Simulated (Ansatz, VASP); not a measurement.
Ga in VASP and in Ansatz

```
CELL_PARAMETERS angstrom
-1.64958 1.64958 1.64958
1.64958 -1.64958 1.64958
1.64958 1.64958 -1.64958
ATOMIC_POSITIONS crystal
Ga 0.00000 0.00000 0.00000
```

Alike in both runs: functional PBEsol; k mesh 18 × 18 × 18; occupations gaussian, width 0.1 eV; no spin polarisation.

Ansatz relaxed the structure, and its values are those at the end. VASP's run is a single point on that final structure, the one shown.

|  | VASP | Ansatz |
| --- | --- | --- |
| version | VASP 6.6.1 | Ansatz 0.2.0 |
| potentials or method | VASP PAW PBE potentials, release 64 (Ga_d), cutoff 520 eV | scalar-relativistic, plane waves, PAW |
| valence electrons in the cell | 13 | 13 |

```tsv
	VASP	Ansatz	Ansatz less VASP
gap on the k mesh at the Fermi level (eV)	none	none	-
pressure (GPa)	0.0	0.0	-0.05
```

VASP's potentials were made for PBE, not for PBEsol. A gap of «none» marks a metal or a gap that the smearing closes.
